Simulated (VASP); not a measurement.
# C in VASP: further runs

Runs on C. Level: PBE. Tasks: single point.

Everything below comes from runs of VASP 6.6.1. Logs are shortened: lines on timing, memory, paths and dates and some standing lists are left out, and cuts for length are marked.

## 1. The cell of the first run

The typed cell holds 8 atoms: a = 2.673 Å, b = 3.376 Å, c = 6.856 Å, α = 90.03°, β = 89.94°, γ = 113.34°.

## 2. Single point, PBE

Contents of INCAR:

```
SYSTEM = C
PREC = Accurate
ENCUT = 520
EDIFF = 1E-6
ISMEAR = 0
SIGMA = 0.2
LREAL = .FALSE.
LASPH = .TRUE.
NELM = 100
ALGO = Normal
ISIF = 2
LWAVE = .FALSE.
LCHARG = .TRUE.
GGA = PE
LELF = .TRUE.
LVHAR = .TRUE.
NBANDS = 26
```

Contents of KPOINTS:

```
regular mesh
0
G
  8 8 4
  0 0 0
```

Contents of POSCAR:

```
C
1.0
   -2.6727454400      0.0003294445      0.0014183510
    1.3367792364     -3.0997463378     -0.0007495148
   -0.0037471781      0.0000439356      6.8555488735
C
8
Direct
    0.4997773634      1.0000039435      0.4025651994
    0.4998867463      1.0000029591      0.9025652736
    0.5001117647      0.9999968659      0.0974361646
    0.5002253679      0.9999963404      0.5974361759
    0.3219826165      0.6440352349      0.2499991177
    0.3221279289      0.6440346233      0.7499990470
    0.6778684158      0.3559651756      0.2499995567
    0.6780197964      0.3559648572      0.7499994651
```

Potentials or basis: VASP PAW PBE potentials, release 64 (C).

Command:

```sh
cat potpaw_PBE.64/C/POTCAR > POTCAR
mpirun -np 1 vasp_std > vasp.out
```

OUTCAR:

```text
SYSTEM = C
   PREC = Accurate
   ENCUT = 520
   EDIFF = 1E-6
   ISMEAR = 0
   LREAL = .FALSE.
   LASPH = .TRUE.
   NELM = 100
   ISIF = 2
   GGA = PE

 ion  position               nearest neighbor table
   1  0.500  0.000  0.403-   4 1.34   5 1.52   7 1.52
   2  0.500  0.000  0.903-   3 1.34   6 1.52   8 1.52
   3  0.500  1.000  0.097-   2 1.34   7 1.52   5 1.52
   4  0.500  1.000  0.597-   1 1.34   8 1.52   6 1.52
   5  0.322  0.644  0.250-   3 1.52   1 1.52   7 1.61   7 1.61
   6  0.322  0.644  0.750-   4 1.52   2 1.52   8 1.61   8 1.61
   7  0.678  0.356  0.250-   3 1.52   1 1.52   5 1.61   5 1.61
   8  0.678  0.356  0.750-   4 1.52   2 1.52   6 1.61   6 1.61

  LATTYP: Found a triclinic cell.
 ALAT       =     2.6727458366
 B/A-ratio  =     1.2627777163
 C/A-ratio  =     2.5649838469
 COS(alpha) =     0.0004086414
 COS(beta)  =     0.0010772629
 COS(gamma) =     0.3957188532

  Lattice vectors:

 A1 = (  -2.6727454400,   0.0003294445,   0.0014183510)
 A2 = (  -1.3359662036,  -3.0994168933,   0.0006688362)
 A3 = (  -0.0037471781,   0.0000439356,   6.8555488735)

Analysis of symmetry for initial positions (statically):
=====================================================================
 Subroutine PRICEL returns:
 Original cell was already a primitive cell.

 Routine SETGRP: Setting up the symmetry group for a
 triclinic supercell.

 Subroutine GETGRP returns: Found  2 space group operations
 (whereof  2 operations were pure point group operations)
 out of a pool of  2 trial point group operations.

The static configuration has the point symmetry S_2 .

Analysis of symmetry for dynamics (positions and initial velocities):
=====================================================================
 Subroutine PRICEL returns:
 Original cell was already a primitive cell.

 Routine SETGRP: Setting up the symmetry group for a
 triclinic supercell.

 Subroutine GETGRP returns: Found  2 space group operations
 (whereof  2 operations were pure point group operations)
 out of a pool of  2 trial point group operations.

The dynamic configuration has the point symmetry S_2 .

 Subroutine INISYM returns: Found  2 space group operations
 (whereof  2 operations are pure point group operations),
 and found     1 'primitive' translations

----------------------------------------------------------------------------------------

                                     Primitive cell

  volume of cell :      56.7940

  direct lattice vectors                    reciprocal lattice vectors
    -2.672745440  0.000329444  0.001418351    -0.374167114 -0.161361164 -0.000203482
     1.336779236 -3.099746338 -0.000749515    -0.000039766 -0.322624193  0.000002046
    -0.003747178  0.000043936  6.855548874     0.000077407 -0.000001888  0.145867283

  length of vectors
     2.672745837  3.375708318  6.855549898     0.407478215  0.322624195  0.145867304

  position of ions in fractional coordinates (direct lattice)
     0.499777363  0.000003943  0.402565199
     0.499886746  0.000002959  0.902565274
     0.500111765  0.999996866  0.097436165
     0.500225368  0.999996340  0.597436176
     0.321982617  0.644035235  0.249999118
     0.322127929  0.644034623  0.749999047
     0.677868416  0.355965176  0.249999557
     0.678019796  0.355964857  0.749999465

  ion indices of the primitive-cell ions
   primitive index   ion index
                 1           1
                 2           2
                 3           3
                 4           4
                 5           5
                 6           6
                 7           7
                 8           8

----------------------------------------------------------------------------------------

 KPOINTS: regular mesh

Automatic generation of k-mesh.
 Grid dimensions read from file:
 generate k-points for:    8    8    4

 Generating k-lattice:

  Cartesian coordinates                     Fractional coordinates (reciprocal lattice)
    -0.046770889 -0.020170145 -0.000025435     0.125000000 -0.000000000 -0.000000000
    -0.000004971 -0.040328024  0.000000256    -0.000000000  0.125000000  0.000000000
     0.000019352 -0.000000472  0.036466821     0.000000000  0.000000000  0.250000000

  Length of vectors
     0.050934777  0.040328024  0.036466826

  Shift w.r.t. Gamma in fractional coordinates (k-lattice)
     0.000000000  0.000000000  0.000000000

 Subroutine IBZKPT returns following result:
 ===========================================

 Found    132 irreducible k-points:

 Following reciprocal coordinates:
            Coordinates               Weight
  0.000000  0.000000  0.000000      1.000000
  0.125000 -0.000000  0.000000      2.000000
  0.250000 -0.000000  0.000000      2.000000
  0.375000  0.000000  0.000000      2.000000
  0.500000 -0.000000  0.000000      1.000000
 -0.000000  0.125000  0.000000      2.000000
[... 16 lines left out ...]
  0.125000  0.375000  0.000000      2.000000
  0.250000  0.375000  0.000000      2.000000
 [... further k-points ...]
   k-points           NKPTS =    132   k-points in BZ     NKDIM =    132   number of bands    NBANDS=     26
   number of dos      NEDOS =    301   number of ions     NIONS =      8
   total plane-waves  NPLWV =  30240
   dimension x,y,z NGX =    20 NGY =   28 NGZ =   54
   dimension x,y,z NGXF=    40 NGYF=   56 NGZF=  108
   ions per type =               8
   NGX,Y,Z   is equivalent  to a cutoff of  12.44, 13.79, 13.09 a.u.
   NGXF,Y,Z  is equivalent  to a cutoff of  24.88, 27.58, 26.19 a.u.
 SYSTEM =  C
   PREC   = accura    normal or accurate (medium, high low for compatibility)
   ISTART =      0    job   : 0-new  1-cont  2-samecut
   ICHARG =      2    charge: 1-file 2-atom 10-const
   ISPIN  =      1    spin polarized calculation?
   LNONCOLLINEAR =      F non collinear calculations
   LSORBIT =      F    spin-orbit coupling
   LASPH  =      T    aspherical Exc in radial PAW
   ENCUT  =  520.0 eV  38.22 Ry    6.18 a.u.   4.97  6.28 12.75*2*pi/ulx,y,z
   NELM   =    100;   NELMIN=  2; NELMDL= -5     # of ELM steps
   EDIFF  = 0.1E-05   stopping-criterion for ELM
   LREAL  =      F    real-space projection
   EDIFFG = 0.1E-04   stopping-criterion for IOM
   NSW    =      0    number of steps for IOM
   IBRION =     -1    ionic relax: 0-MD 1-quasi-New 2-CG
   NFREE  =      0    steps in history (QN), initial steepest desc. (CG)
   ISIF   =      2    stress and relaxation
   ISYM   =      2    0-nonsym 1-usesym 2-fastsym
   POTIM  = 0.5000    time-step for ionic-motion
   TEBEG  =    0.0;   TEEND  =   0.0 temperature during run
   PSTRESS=    0.0 pullay stress
   NELECT =      32.0000    total number of electrons
   NUPDOWN=      -1.0000    fix difference up-down
   EMIN   =  10.00;   EMAX   =-10.00  energy-range for DOS
   EFERMI =   0.00;   METHOD = LEGACY
   ISMEAR =     0;   SIGMA  =   0.20  broadening in eV -4-tet -1-fermi 0-gaus
   EFERMI_NEDOS =   21; number of points for ismear=-14 and -15
   IALGO  =     38    algorithm
   IMIX   =      4    mixing-type and parameters
     AMIX     =   0.40;   BMIX     =  1.00
     AMIX_MAG =   1.60;   BMIX_MAG =  1.00
  volume/ion in A,a.u.               =       7.10        47.91
  Fermi-wavevector in a.u.,A,eV,Ry     =   1.352147  2.555187 24.875551  1.828301
  Thomas-Fermi vector in A             =   2.479510
   LORBIT       =      0    0 simple, 1 ext, 2 COOP (PROOUT), +10 PAW based schemes
   GGA     = PE    functional components
   LHFCALC =     F    Hartree Fock is set to
   AEXX    =    0.0000 exact exchange contribution
   IVDW    =     0    specifies the selected vdW correction
   LEPSILON=     F    determine dielectric tensor
   LRPA    =     F    only Hartree local field effects (RPA)
 non-spin polarized calculation
 Gauss-broadening in eV      SIGMA  =   0.20
  energy-cutoff  :      520.00
  volume of cell :       56.79
 maximum number of plane-waves:      1550
   NGX =  9   NGY = 13   NGZ = 25

 number of electron      32.0000001 magnetization

 Free energy of the ion-electron system (eV)
  ---------------------------------------------------
  ext. energy  EPLUGINS =         0.00000000
  ---------------------------------------------------
  free energy    TOTEN  =       -68.29693427 eV

  energy without entropy =      -68.28872932  energy(sigma->0) =      -68.29283179

 E-fermi :   7.3883     XC(G=0): -11.7877

 val. band max:        7.3565795210   @ k =   0.2500  -0.0000   0.0000
 cond. band min:       7.5050738060   @ k =   0.1250   0.3750   0.2500
 fundamental gap:      0.1484942850
 Fermi energy:         7.3882889515

 k-point     1 :       0.0000    0.0000    0.0000
  band No.  band energies     occupation
      1     -13.3076      2.00000
      2     -12.2222      2.00000
      3      -8.8904      2.00000
      4      -4.8455      2.00000
      5      -2.7624      2.00000
      6      -2.2300      2.00000
[... 18 lines left out ...]
     25      16.0386      0.00000
     26      17.0865      0.00000

 k-point     2 :       0.1250   -0.0000    0.0000
  band No.  band energies     occupation
      1     -13.0526      2.00000
      2     -11.9697      2.00000
      3      -8.6810      2.00000
      4      -4.7938      2.00000
      5      -2.9691      2.00000
      6      -2.5469      2.00000
[... 18 lines left out ...]
     25      16.5048      0.00000
     26      17.1633      0.00000

 k-point     3 :       0.2500   -0.0000    0.0000
  band No.  band energies     occupation
      1     -12.3282      2.00000
      2     -11.2501      2.00000
      3      -8.1131      2.00000
      4      -4.8691      2.00000
      5      -3.6263      2.00000
      6      -3.6188      2.00000
[... 572 lines left out ...]
 k-point    23 :       0.1250    0.3750    0.0000
  band No.  band energies     occupation
      1     -11.2543      2.00000
      2     -10.0065      2.00000
      3      -8.9188      2.00000
      4      -8.1554      2.00000
      5      -7.7567      2.00000
      6      -3.9192      2.00000
[... 18 lines left out ...]
     25      16.6145      0.00000
     26      17.3824      0.00000

 k-point    24 :       0.2500    0.3750    0.0000
  band No.  band energies     occupation
      1     -10.7099      2.00000
      2      -9.4318      2.00000
      3      -8.4709      2.00000
      4      -7.8032      2.00000
      5      -7.3696      2.00000
      6      -3.7140      2.00000
[... 18 lines left out ...]
     25      16.8400      0.00000
     26      18.2562      0.00000

 [... further k-points ...]

------------------------ aborting loop because EDIFF is reached ----------------------------------------

  FORCE on cell =-STRESS in cart. coord.  units (eV):
  Direction    XX          YY          ZZ          XY          YZ          ZX
  --------------------------------------------------------------------------------------
  -------------------------------------------------------------------------------------
  Total        0.0043643      0.1748991      0.2139583      0.0103005     -0.0015877      0.0200122
  in kB        0.1231178      4.9339562      6.0358300      0.2905812     -0.0447908      0.5645514
  external PRESSURE =       3.6976347 kB  Pullay stress =       0.0000000 kB

 VOLUME and BASIS-vectors are now :
 -----------------------------------------------------------------------------
  energy-cutoff  :      520.00
  volume of cell :       56.79
      direct lattice vectors                 reciprocal lattice vectors
    -2.672745440  0.000329444  0.001418351    -0.374167114 -0.161361164 -0.000203482
     1.336779236 -3.099746338 -0.000749515    -0.000039766 -0.322624193  0.000002046
    -0.003747178  0.000043936  6.855548874     0.000077407 -0.000001888  0.145867283

 POSITION                                       TOTAL-FORCE (eV/Angst)
 -----------------------------------------------------------------------------------
     -1.33728      0.00017      2.76051        -0.000223      0.000196      0.009703
     -1.33945      0.00020      6.18829         0.000397      0.000122      0.009616
     -0.00026     -3.09957      0.66794        -0.000397     -0.000122     -0.009616
     -0.00244     -3.09954      4.09571         0.000223     -0.000196     -0.009703
     -0.00058     -1.99623      1.71386         0.000208      0.036411     -0.000167
     -0.00284     -1.99620      5.14163         0.000379      0.036440     -0.000154
     -1.33686     -1.10317      1.71458        -0.000379     -0.036440      0.000154
     -1.33914     -1.10314      5.14235        -0.000208     -0.036411      0.000167
 -----------------------------------------------------------------------------------
    total drift:                                0.000595      0.000044      0.005046

  FREE ENERGIE OF THE ION-ELECTRON SYSTEM (eV)
  ---------------------------------------------------
  free  energy   TOTEN  =       -68.2969342707 eV

  energy  without entropy=      -68.2887293177  energy(sigma->0) =      -68.29283179
```

It took 5.6 min on 1 thread of AMD EPYC 7R13, shared host; peak memory 0.23 GiB.

What came out:

* Free energy: -68.2969 eV
* Pressure: 0.4 GPa
* Largest force: 0.036 eV/Å
* Band gap on the k mesh: zero (band 16 reaches 8.81 eV, above the bottom of band 17 at 6.53 eV)

Forces in eV/Å, atoms in the order of the input:
```
C    0.000  0.000  0.010
C    0.000  0.000  0.010
C    0.000  0.000 -0.010
C    0.000  0.000 -0.010
C    0.000  0.036  0.000
C    0.000  0.036  0.000
C    0.000 -0.036  0.000
C    0.000 -0.036  0.000
```

Stress tensor (GPa, compression positive):
```
0.01 0.03 0.06
0.03 0.49 0.00
0.06 0.00 0.60
```

## 3. Single point, PBE, collinear spin, ferromagnetic start

This run uses another cell than the first one: it holds 4 atoms, not 8.

Contents of INCAR:

```
SYSTEM = C
PREC = Accurate ; ENCUT = 520
EDIFF = 1E-7 ; ISMEAR = 0
SIGMA = 0.1 ; LREAL = .FALSE.
LASPH = .TRUE. ; NELM = 150
ALGO = Normal ; ISIF = 2
LWAVE = .FALSE. ; LCHARG = .FALSE.
ISPIN = 2 ; MAGMOM = 1 1 1 1
LORBIT = 11 ; GGA = PE
NBANDS = 20
```

Contents of KPOINTS:

```
regular mesh
0
G
  8 8 6
  0 0 0
```

Contents of POSCAR:

```
C
1.0
    1.3359207186     -3.0994704491      0.0000000000
    1.3359207186      3.0994704491      0.0000000000
    0.0000000000      0.0000000000      3.4289414408
C
4
Direct
    0.5000000000      0.5000000000      0.8052658316
    0.5000000000      0.5000000000      0.1947341684
    0.3219820984      0.6780179016      0.5000000000
    0.6780179016      0.3219820984      0.5000000000
```

Potentials or basis: VASP PAW PBE potentials, release 64 (C).

Command:

```sh
cat potpaw_PBE.64/C/POTCAR > POTCAR
mpirun -np 1 vasp_std > vasp.out
```

It took 4.3 min on 1 thread of AMD EPYC 7R13, shared host; peak memory 0.17 GiB.

The run converged. Its results:

```yaml
Free_energy: -34.1418 eV
Pressure: 0.3 GPa
Largest_force: 0.046 eV/Å
Band_gap_on_the_k_mesh: zero (filled and empty bands overlap)
Net_moment: 0.00 μB per cell
Valence_electrons_inside_the_program's_atomic_spheres: C 2.62, 2.50
```

Forces in eV/Å, atoms in the order of the input:
```
C    0.000  0.000  0.003
C    0.000  0.000 -0.003
C    0.000  0.046  0.000
C    0.000 -0.046  0.000
```

Stress tensor (GPa, compression positive):
```
0.06 0.00 0.00
0.00 0.41 0.00
0.00 0.00 0.53
```

Levels at points of the mesh, in eV from the Fermi level:
Spin up:
```csv
k point,band 6,band 7,band 8,band 9,band 10,band 11
"(0.00, 0.00, 0.00)",-3.98,-2.32,-2.29,4.29,5.66,6.16
"(0.50, 0.00, 0.00)",-7.85,-4.33,-3.05,2.03,5.84,7.47
"(0.50, 0.50, 0.00)",-6.10,-3.56,1.51,4.32,4.37,5.81
"(0.00, 0.00, 0.50)",-5.60,-3.88,-0.20,1.00,4.80,5.69
"(0.50, 0.00, 0.50)",-6.07,-4.90,-4.14,1.19,5.49,8.33
"(0.50, 0.50, 0.50)",-3.32,-1.08,-0.53,4.98,6.66,6.73
```
Spin down:
| k point | band 4 | band 5 | band 6 | band 7 | band 8 | band 9 | band 10 | band 11 | band 12 | band 13 |
| --- | --- | --- | --- | --- | --- | --- | --- | --- | --- | --- |
| (0.00, 0.00, 0.00) | -9.52 | -8.95 | -3.98 | -2.32 | -2.29 | 4.29 | 5.66 | 6.16 | 7.21 | 8.47 |
| (0.50, 0.00, 0.00) | -9.30 | -8.10 | -7.85 | -4.33 | -3.05 | 2.03 | 5.84 | 7.47 | 8.50 | 9.11 |
| (0.50, 0.50, 0.00) | -7.69 | -6.90 | -6.10 | -3.56 | 1.51 | 4.32 | 4.37 | 5.81 | 8.67 | 10.69 |
| (0.00, 0.00, 0.50) | -8.00 | -5.85 | -5.60 | -3.88 | -0.20 | 1.00 | 4.80 | 5.69 | 8.74 | 10.64 |
| (0.50, 0.00, 0.50) | -9.21 | -7.61 | -6.07 | -4.90 | -4.14 | 1.19 | 5.49 | 8.33 | 9.35 | 11.51 |
| (0.50, 0.50, 0.50) | -10.01 | -5.35 | -3.32 | -1.08 | -0.53 | 4.98 | 6.66 | 6.73 | 8.83 | 8.83 |

## 4. Single point, PBE

This run uses another cell than the first one: it holds 4 atoms, not 8.

Contents of INCAR:

```
SYSTEM = C
  PREC = Accurate
  ENCUT = 520
  EDIFF = 1E-6
  ISMEAR = 0
  SIGMA = 0.1
  LREAL = .False.
  LASPH = .True.
  NELM = 60
  ALGO = Normal
  ISIF = 2
  LWAVE = .False.
  LCHARG = .False.
  GGA = PE
  NBANDS = 16
```

Contents of KPOINTS:

```
regular mesh
0
Gamma
  18 18 14
  0 0 0
```

Contents of POSCAR:

```
C
1.0
    1.3358068183     -3.0996599397      0.0000000000
    1.3358068183      3.0996599397      0.0000000000
    0.0000000000      0.0000000000      3.4283068000
C
4
Direct
    0.5000000000      0.5000000000      0.8051692161
    0.5000000000      0.5000000000      0.1948307839
    0.3220024245      0.6779975755      0.5000000000
    0.6779975755      0.3220024245      0.5000000000
```

Command:

```sh
cat potpaw_PBE.64/C/POTCAR > POTCAR
mpirun -np 1 vasp_std > vasp.out
```

Wall time 9.5 min (1 thread of AMD EPYC 7R13, shared host); peak memory 0.31 GiB.

Results (log left out):

* Free energy: -34.1454 eV
* Pressure: 0.4 GPa
* Largest force: 0.035 eV/Å
* Band gap on the k mesh: zero (band 8 reaches 8.82 eV, above the bottom of band 9 at 6.24 eV)

Forces on the atoms (eV/Å):
```
C    0.000  0.000  0.009
C    0.000  0.000 -0.009
C    0.000  0.035  0.000
C    0.000 -0.035  0.000
```

Stress tensor (GPa, compression positive):
```
0.01 0.00 0.00
0.00 0.50 0.00
0.00 0.00 0.61
```

Levels at points of the mesh, in eV from the Fermi level:
```tsv
k point	band 6	band 7	band 8	band 9	band 10	band 11
(0.00, 0.00, 0.00)	-4.06	-2.40	-2.37	4.21	5.58	6.08
(0.50, 0.00, 0.00)	-7.93	-4.42	-3.14	1.95	5.77	7.40
(0.50, 0.50, 0.00)	-6.18	-3.64	1.44	4.24	4.29	5.72
(0.00, 0.00, 0.50)	-5.67	-3.96	-0.28	0.92	4.72	5.62
(0.50, 0.00, 0.50)	-6.16	-4.98	-4.22	1.10	5.41	8.25
(0.50, 0.50, 0.50)	-3.40	-1.17	-0.61	4.90	6.58	6.65
```

## 5. Overview

| spin | cell | k mesh | smearing | gap on the mesh (eV) | pressure (GPa) | largest force (eV/Å) |
| --- | --- | --- | --- | --- | --- | --- |
| off | a = 2.673, b = 3.376, c = 6.856 Å, angles 90.0, 89.9, 113.3°, 8 atoms | 8 × 8 × 4 | gaussian 0.2 eV | none | 0.4 | 0.04 |
| collinear, ferromagnetic start | a = 3.375, b = 3.375, c = 3.429 Å, angles 90.0, 90.0, 133.4°, 4 atoms | 8 × 8 × 6 | gaussian 0.1 eV | none | 0.3 | 0.05 |
| off | a = 3.375, b = 3.375, c = 3.428 Å, angles 90.0, 90.0, 133.4°, 4 atoms | 18 × 18 × 14 | gaussian 0.1 eV | none | 0.4 | 0.04 |

Alike in all rows: task single point; level PBE; potentials or basis VASP PAW PBE potentials, release 64 (C); cutoff (eV) 520.

Total energies depend on the potentials used, so only differences within one code and one set of settings carry meaning.
